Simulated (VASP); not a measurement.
# Y2GeS4 (Fd-3m) in VASP: a series of runs

Runs on Y2GeS4. Level: PBE. Tasks: single point.

Program: VASP 6.6.1. These are calculated values, not measurements. Logs are shortened: lines on timing, memory, paths and dates and some standing lists are left out, and cuts for length are marked.

## 1. The cell of the first run

The structure is cubic, space group Fd-3m (No. 227). Conventional cell: a = 10.856 Å, b = 10.856 Å, c = 10.856 Å, α = 90.00°, β = 90.00°, γ = 90.00°. Within 3.5 Å of Y (site symmetry -3m) lie 6 S at 2.67 Å. Ge (site symmetry -43m) has 4 S at 2.44 Å within 3.2 Å. S (site symmetry 3m) has 1 Ge at 2.44 Å and 3 Y at 2.67 Å within 3.2 Å.

## 2. Single point, PBE (22.85 Å³/atom)

File INCAR:

```
SYSTEM = Y2GeS4
ALGO = Normal ; EDIFF = 1E-7
ENCUT = 520 ; GGA = PE
ISIF = 2 ; ISMEAR = 0
LASPH = .TRUE. ; LCHARG = .FALSE.
LREAL = .FALSE. ; LWAVE = .FALSE.
NBANDS = 73 ; NELM = 60
PREC = Accurate ; SIGMA = 0.02
```

File KPOINTS:

```
k-points
0
G
  4 4 4
  0 0 0
```

File POSCAR:

```
Y2GeS4
1.0
    0.0000000000      5.4282355407      5.4282355407
    5.4282355407      0.0000000000      5.4282355407
    5.4282355407      5.4282355407      0.0000000000
Y Ge S
4 2 8
Direct
    0.6250000000      0.6250000000      0.6250000000
    0.1250000000      0.6250000000      0.6250000000
    0.6250000000      0.1250000000      0.6250000000
    0.6250000000      0.6250000000      0.1250000000
    0.2500000000      0.2500000000      0.2500000000
    0.0000000000      0.0000000000      0.0000000000
    0.3796087250      0.8611738250      0.3796087250
    0.3796087250      0.3796087250      0.3796087250
    0.8611738250      0.3796087250      0.3796087250
    0.3796087250      0.3796087250      0.8611738250
    0.3888261750      0.8703912750      0.8703912750
    0.8703912750      0.3888261750      0.8703912750
    0.8703912750      0.8703912750      0.3888261750
    0.8703912750      0.8703912750      0.8703912750
```

Potentials or basis: VASP PAW PBE potentials, release 64 (Y_sv, Ge_d, S).

On the command line:

```bash
cat potpaw_PBE.64/Y_sv/POTCAR potpaw_PBE.64/Ge_d/POTCAR potpaw_PBE.64/S/POTCAR > POTCAR
mpirun -np 1 vasp_std > vasp.out
```

OUTCAR:

```text
SYSTEM = Y2GeS4
   EDIFF = 1E-7
   ENCUT = 520
   GGA = PE
   ISIF = 2
   ISMEAR = 0
   LASPH = .TRUE.
   LREAL = .FALSE.
   NELM = 60
   PREC = Accurate

 ion  position               nearest neighbor table
   1  0.625  0.625  0.625-   7 2.67   9 2.67  10 2.67  11 2.67  12 2.67  13 2.67   2 3.84   3 3.84
                             4 3.84   4 3.84   3 3.84   2 3.84
   2  0.125  0.625  0.625-   7 2.67  10 2.67  12 2.67  13 2.67   8 2.67  14 2.67   1 3.84   4 3.84
                             3 3.84   1 3.84   3 3.84   4 3.84
   3  0.625  0.125  0.625-   9 2.67  10 2.67  11 2.67  13 2.67   8 2.67  14 2.67   1 3.84   4 3.84
                             1 3.84   2 3.84   4 3.84   2 3.84
   4  0.625  0.625  0.125-   7 2.67   9 2.67  11 2.67  12 2.67   8 2.67  14 2.67   1 3.84   1 3.84
                             2 3.84   3 3.84   3 3.84   2 3.84
   5  0.250  0.250  0.250-   8 2.44   7 2.44   9 2.44  10 2.44
   6  0.000  0.000  0.000-  14 2.44  12 2.44  11 2.44  13 2.44
   7  0.380  0.861  0.380-   5 2.44   4 2.67   2 2.67   1 2.67
   8  0.380  0.380  0.380-   5 2.44   3 2.67   4 2.67   2 2.67
   9  0.861  0.380  0.380-   5 2.44   4 2.67   3 2.67   1 2.67
  10  0.380  0.380  0.861-   5 2.44   3 2.67   2 2.67   1 2.67
  11  0.389  0.870  0.870-   6 2.44   4 2.67   3 2.67   1 2.67
  12  0.870  0.389  0.870-   6 2.44   4 2.67   2 2.67   1 2.67
  13  0.870  0.870  0.389-   6 2.44   3 2.67   2 2.67   1 2.67
  14  0.870  0.870  0.870-   6 2.44   3 2.67   4 2.67   2 2.67

  LATTYP: Found a face centered cubic cell.
 ALAT       =    10.8564710814

  Lattice vectors:

 A1 = (   0.0000000000,   5.4282355407,   5.4282355407)
 A2 = (   5.4282355407,   0.0000000000,   5.4282355407)
 A3 = (   5.4282355407,   5.4282355407,   0.0000000000)

Analysis of symmetry for initial positions (statically):
=====================================================================
 Subroutine PRICEL returns:
 Original cell was already a primitive cell.

 Routine SETGRP: Setting up the symmetry group for a
 face centered cubic supercell.

 Subroutine GETGRP returns: Found 48 space group operations
 (whereof 24 operations were pure point group operations)
 out of a pool of 48 trial point group operations.

The static configuration has the point symmetry T_d .
 The point group associated with its full space group is O_h .

Analysis of symmetry for dynamics (positions and initial velocities):
=====================================================================
 Subroutine PRICEL returns:
 Original cell was already a primitive cell.

 Routine SETGRP: Setting up the symmetry group for a
 face centered cubic supercell.

 Subroutine GETGRP returns: Found 48 space group operations
 (whereof 24 operations were pure point group operations)
 out of a pool of 48 trial point group operations.

The dynamic configuration has the point symmetry T_d .
 The point group associated with its full space group is O_h .

 Subroutine INISYM returns: Found 48 space group operations
 (whereof 24 operations are pure point group operations),
 and found     1 'primitive' translations

----------------------------------------------------------------------------------------

                                     Primitive cell

  volume of cell :     319.8940

  direct lattice vectors                    reciprocal lattice vectors
     0.000000000  5.428235541  5.428235541    -0.092110962  0.092110962  0.092110962
     5.428235541  0.000000000  5.428235541     0.092110962 -0.092110962  0.092110962
     5.428235541  5.428235541  0.000000000     0.092110962  0.092110962 -0.092110962

  length of vectors
     7.676684321  7.676684321  7.676684321     0.159540867  0.159540867  0.159540867

  position of ions in fractional coordinates (direct lattice)
     0.625000000  0.625000000  0.625000000
     0.125000000  0.625000000  0.625000000
     0.625000000  0.125000000  0.625000000
     0.625000000  0.625000000  0.125000000
     0.250000000  0.250000000  0.250000000
     0.000000000  0.000000000  0.000000000
     0.379608725  0.861173825  0.379608725
     0.379608725  0.379608725  0.379608725
     0.861173825  0.379608725  0.379608725
     0.379608725  0.379608725  0.861173825
     0.388826175  0.870391275  0.870391275
     0.870391275  0.388826175  0.870391275
     0.870391275  0.870391275  0.388826175
     0.870391275  0.870391275  0.870391275

  ion indices of the primitive-cell ions
   primitive index   ion index
                 1           1
                 2           2
                 3           3
                 4           4
                 5           5
                 6           6
                 7           7
                 8           8
                 9           9
                10          10
                11          11
                12          12
                13          13
                14          14

----------------------------------------------------------------------------------------

 KPOINTS: k-points

Automatic generation of k-mesh.
 Grid dimensions read from file:
 generate k-points for:    4    4    4

 Generating k-lattice:

  Cartesian coordinates                     Fractional coordinates (reciprocal lattice)
    -0.023027741  0.023027741  0.023027741     0.250000000  0.000000000  0.000000000
     0.023027741 -0.023027741  0.023027741     0.000000000  0.250000000  0.000000000
     0.023027741  0.023027741 -0.023027741     0.000000000  0.000000000  0.250000000

  Length of vectors
     0.039885217  0.039885217  0.039885217

  Shift w.r.t. Gamma in fractional coordinates (k-lattice)
     0.000000000  0.000000000  0.000000000

 Subroutine IBZKPT returns following result:
 ===========================================

 Found      8 irreducible k-points:

 Following reciprocal coordinates:
            Coordinates               Weight
  0.000000  0.000000  0.000000      1.000000
  0.250000  0.000000  0.000000      8.000000
  0.500000  0.000000  0.000000      4.000000
  0.250000  0.250000  0.000000      6.000000
  0.500000  0.250000  0.000000     24.000000
 -0.250000  0.250000  0.000000     12.000000
  0.500000  0.500000  0.000000      3.000000
 -0.250000  0.500000  0.250000      6.000000
   k-points           NKPTS =      8   k-points in BZ     NKDIM =      8   number of bands    NBANDS=     73
   number of dos      NEDOS =    301   number of ions     NIONS =     14
   total plane-waves  NPLWV = 216000
   dimension x,y,z NGX =    60 NGY =   60 NGZ =   60
   dimension x,y,z NGXF=   120 NGYF=  120 NGZF=  120
   ions per type =               4   2   8
   NGX,Y,Z   is equivalent  to a cutoff of  12.99, 12.99, 12.99 a.u.
   NGXF,Y,Z  is equivalent  to a cutoff of  25.99, 25.99, 25.99 a.u.
 SYSTEM =  Y2GeS4
   PREC   = accura    normal or accurate (medium, high low for compatibility)
   ISTART =      0    job   : 0-new  1-cont  2-samecut
   ICHARG =      2    charge: 1-file 2-atom 10-const
   ISPIN  =      1    spin polarized calculation?
   LNONCOLLINEAR =      F non collinear calculations
   LSORBIT =      F    spin-orbit coupling
   LASPH  =      T    aspherical Exc in radial PAW
   ENCUT  =  520.0 eV  38.22 Ry    6.18 a.u.  14.27 14.27 14.27*2*pi/ulx,y,z
   NELM   =     60;   NELMIN=  2; NELMDL= -5     # of ELM steps
   EDIFF  = 0.1E-06   stopping-criterion for ELM
   LREAL  =      F    real-space projection
   EDIFFG = 0.1E-05   stopping-criterion for IOM
   NSW    =      0    number of steps for IOM
   IBRION =     -1    ionic relax: 0-MD 1-quasi-New 2-CG
   NFREE  =      0    steps in history (QN), initial steepest desc. (CG)
   ISIF   =      2    stress and relaxation
   ISYM   =      2    0-nonsym 1-usesym 2-fastsym
   POTIM  = 0.5000    time-step for ionic-motion
   TEBEG  =    0.0;   TEEND  =   0.0 temperature during run
   PSTRESS=    0.0 pullay stress
   NELECT =     120.0000    total number of electrons
   NUPDOWN=      -1.0000    fix difference up-down
   EMIN   =  10.00;   EMAX   =-10.00  energy-range for DOS
   EFERMI =   0.00;   METHOD = LEGACY
   ISMEAR =     0;   SIGMA  =   0.02  broadening in eV -4-tet -1-fermi 0-gaus
   EFERMI_NEDOS =   21; number of points for ismear=-14 and -15
   IALGO  =     38    algorithm
   IMIX   =      4    mixing-type and parameters
     AMIX     =   0.40;   BMIX     =  1.00
     AMIX_MAG =   1.60;   BMIX_MAG =  1.00
  volume/ion in A,a.u.               =      22.85       154.20
  Fermi-wavevector in a.u.,A,eV,Ry     =   1.180683  2.231167 18.966682  1.394012
  Thomas-Fermi vector in A             =   2.316971
   LORBIT       =      0    0 simple, 1 ext, 2 COOP (PROOUT), +10 PAW based schemes
   GGA     = PE    functional components
   LHFCALC =     F    Hartree Fock is set to
   AEXX    =    0.0000 exact exchange contribution
   IVDW    =     0    specifies the selected vdW correction
   LEPSILON=     F    determine dielectric tensor
   LRPA    =     F    only Hartree local field effects (RPA)
 non-spin polarized calculation
 Gauss-broadening in eV      SIGMA  =   0.02
  energy-cutoff  :      520.00
  volume of cell :      319.89
 maximum number of plane-waves:      8652
 NGX is ok and might be reduce to    60
   NGX = 29   NGY = 29   NGZ = 29

 number of electron     119.9999989 magnetization

 Free energy of the ion-electron system (eV)
  ---------------------------------------------------
  ext. energy  EPLUGINS =         0.00000000
  ---------------------------------------------------
  free energy    TOTEN  =       -88.08428236 eV

  energy without entropy =      -88.08428236  energy(sigma->0) =      -88.08428236

 E-fermi :   4.6795     XC(G=0):  -9.5505

 val. band max:        4.5094602269   @ k =  -0.2500   0.5000   0.2500
 cond. band min:       5.1645038217   @ k =   0.0000   0.0000   0.0000
 fundamental gap:      0.6550435949
 Fermi energy:         4.6795159443

 k-point     1 :       0.0000    0.0000    0.0000
  band No.  band energies     occupation
      1     -37.9498      2.00000
      2     -37.9269      2.00000
      3     -37.9269      2.00000
      4     -37.9269      2.00000
      5     -20.4954      2.00000
      6     -20.4954      2.00000
[... 64 lines left out ...]
     71       7.7501      0.00000
     72       7.7501      0.00000

 k-point     2 :       0.2500    0.0000    0.0000
  band No.  band energies     occupation
      1     -37.9474      2.00000
      2     -37.9293      2.00000
      3     -37.9269      2.00000
      4     -37.9269      2.00000
      5     -20.4955      2.00000
      6     -20.4955      2.00000
[... 64 lines left out ...]
     71       7.9962      0.00000
     72       7.9962      0.00000

 k-point     3 :       0.5000    0.0000    0.0000
  band No.  band energies     occupation
      1     -37.9441      2.00000
      2     -37.9327      2.00000
      3     -37.9269      2.00000
      4     -37.9269      2.00000
      5     -20.4955      2.00000
      6     -20.4955      2.00000
[... 364 lines left out ...]
     71       7.7044      0.00000
     72       7.7174      0.00000

 k-point     8 :      -0.2500    0.5000    0.2500
  band No.  band energies     occupation
      1     -37.9384      2.00000
      2     -37.9384      2.00000
      3     -37.9269      2.00000
      4     -37.9269      2.00000
      5     -20.4955      2.00000
      6     -20.4955      2.00000
[... 64 lines left out ...]
     71       7.6656      0.00000
     72       7.6693      0.00000
 [bands above 72 left out]

------------------------ aborting loop because EDIFF is reached ----------------------------------------

  FORCE on cell =-STRESS in cart. coord.  units (eV):
  Direction    XX          YY          ZZ          XY          YZ          ZX
  --------------------------------------------------------------------------------------
  -------------------------------------------------------------------------------------
  Total       16.8345787     16.8345787     16.8345787     -0.0000000      0.0000000     -0.0000000
  in kB       84.3153768     84.3153768     84.3153768     -0.0000000      0.0000000     -0.0000000
  external PRESSURE =      84.3153768 kB  Pullay stress =       0.0000000 kB

 VOLUME and BASIS-vectors are now :
 -----------------------------------------------------------------------------
  energy-cutoff  :      520.00
  volume of cell :      319.89
      direct lattice vectors                 reciprocal lattice vectors
     0.000000000  5.428235541  5.428235541    -0.092110962  0.092110962  0.092110962
     5.428235541  0.000000000  5.428235541     0.092110962 -0.092110962  0.092110962
     5.428235541  5.428235541  0.000000000     0.092110962  0.092110962 -0.092110962

 POSITION                                       TOTAL-FORCE (eV/Angst)
 -----------------------------------------------------------------------------------
      6.78529      6.78529      6.78529        -0.000000     -0.000000      0.000000
      6.78529      4.07118      4.07118        -0.000000     -0.000000     -0.000000
      4.07118      6.78529      4.07118        -0.000000     -0.000000      0.000000
      4.07118      4.07118      6.78529        -0.000000     -0.000000      0.000000
      2.71412      2.71412      2.71412        -0.000000     -0.000000      0.000000
      0.00000      0.00000      0.00000        -0.000000     -0.000000     -0.000000
      6.73526      4.12121      6.73526        -0.004934      0.004934     -0.004934
      4.12121      4.12121      4.12121         0.004934      0.004934      0.004934
      4.12121      6.73526      6.73526         0.004934     -0.004934     -0.004934
      6.73526      6.73526      4.12121        -0.004934     -0.004934      0.004934
      9.44938      6.83533      6.83533        -0.004934      0.004934      0.004934
      6.83533      9.44938      6.83533         0.004934     -0.004934      0.004934
      6.83533      6.83533      9.44938         0.004934      0.004934     -0.004934
      9.44938      9.44938      9.44938        -0.004934     -0.004934     -0.004934
 -----------------------------------------------------------------------------------
    total drift:                                0.000000      0.000000      0.000000

  FREE ENERGIE OF THE ION-ELECTRON SYSTEM (eV)
  ---------------------------------------------------
  free  energy   TOTEN  =       -88.0842823614 eV

  energy  without entropy=      -88.0842823614  energy(sigma->0) =      -88.08428236
```

Run time: 3.7 min. Hardware: 1 thread of Intel Xeon 6975P-C (Granite Rapids), shared host; peak memory 0.58 GiB.

What came out:

- Free energy: -88.0843 eV
- Pressure: 8.4 GPa
- Largest force: 0.009 eV/Å
- Band gap on the k mesh: 0.66 eV (least direct gap 0.92 eV)

Forces in eV/Å, atoms in the order of the input:
```
Y    0.000  0.000  0.000
Y    0.000  0.000  0.000
Y    0.000  0.000  0.000
Y    0.000  0.000  0.000
Ge   0.000  0.000  0.000
Ge   0.000  0.000  0.000
S   -0.005  0.005 -0.005
S    0.005  0.005  0.005
S    0.005 -0.005 -0.005
S   -0.005 -0.005  0.005
S   -0.005  0.005  0.005
S    0.005 -0.005  0.005
S    0.005  0.005 -0.005
S   -0.005 -0.005 -0.005
```

Caveat: the cell stands under pressure. A k mesh can miss the band edges.

## 3. Single point, PBE

This run uses another cell than the first one, of 25.97 Å³/atom.

File INCAR:

```
SYSTEM = Y2GeS4
PREC = Accurate
ENCUT = 520
EDIFF = 1E-7
ISMEAR = 0
SIGMA = 0.02
LREAL = .False.
LASPH = .True.
NELM = 60
ALGO = Normal
ISIF = 2
LWAVE = .False.
LCHARG = .False.
GGA = PE
NBANDS = 73
```

File KPOINTS:

```
Automatic mesh
0
Gamma
  4 4 4
  0 0 0
```

File POSCAR:

```
Y2GeS4
1.0
    0.0000000000      5.6645375512      5.6645375512
    5.6645375512      0.0000000000      5.6645375512
    5.6645375512      5.6645375512      0.0000000000
Y Ge S
4 2 8
Direct
    0.6250000000      0.6250000000      0.6250000000
    0.1250000000      0.6250000000      0.6250000000
    0.6250000000      0.1250000000      0.6250000000
    0.6250000000      0.6250000000      0.1250000000
    0.2500000000      0.2500000000      0.2500000000
    0.0000000000      0.0000000000      0.0000000000
    0.3828007957      0.8515976130      0.3828007957
    0.3828007957      0.3828007957      0.3828007957
    0.8515976130      0.3828007957      0.3828007957
    0.3828007957      0.3828007957      0.8515976130
    0.3984023870      0.8671992043      0.8671992043
    0.8671992043      0.3984023870      0.8671992043
    0.8671992043      0.8671992043      0.3984023870
    0.8671992043      0.8671992043      0.8671992043
```

Potentials or basis: VASP PAW PBE potentials, release 64 (Y_sv, Ge_d, S).

On the command line:

```bash
cat potpaw_PBE.64/Y_sv/POTCAR potpaw_PBE.64/Ge_d/POTCAR potpaw_PBE.64/S/POTCAR > POTCAR
mpirun -np 1 vasp_std > vasp.out
```

Wall time 4 min (1 thread of Intel Xeon 6975P-C (Granite Rapids), shared host); peak memory 0.6 GiB.

Results (log left out):

```yaml
Free_energy: -89.1461 eV
Pressure: 0.0 GPa
Largest_force: 0.005 eV/Å
Band_gap_on_the_k_mesh: 1.50 eV (least direct gap 1.55 eV)
```

Forces in eV/Å, atoms in the order of the input:
```
Y    0.000  0.000  0.000
Y    0.000  0.000  0.000
Y    0.000  0.000  0.000
Y    0.000  0.000  0.000
Ge   0.000  0.000  0.000
Ge   0.000  0.000  0.000
S   -0.003  0.003 -0.003
S    0.003  0.003  0.003
S    0.003 -0.003 -0.003
S   -0.003 -0.003  0.003
S   -0.003  0.003  0.003
S    0.003 -0.003  0.003
S    0.003  0.003 -0.003
S   -0.003 -0.003 -0.003
```

Levels at points of the mesh, in eV from the valence-band top:
| k point | band 58 | band 59 | band 60 | band 61 | band 62 | band 63 |
| --- | --- | --- | --- | --- | --- | --- |
| (0.00, 0.00, 0.00) | -1.01 | -1.01 | -1.01 | 1.50 | 1.50 | 1.82 |
| (0.50, 0.00, 0.00) | -1.25 | -0.68 | -0.55 | 1.62 | 2.22 | 2.22 |
| (0.50, 0.50, 0.00) | -1.46 | -0.11 | -0.11 | 1.67 | 1.67 | 2.47 |

A k mesh can miss the band edges.
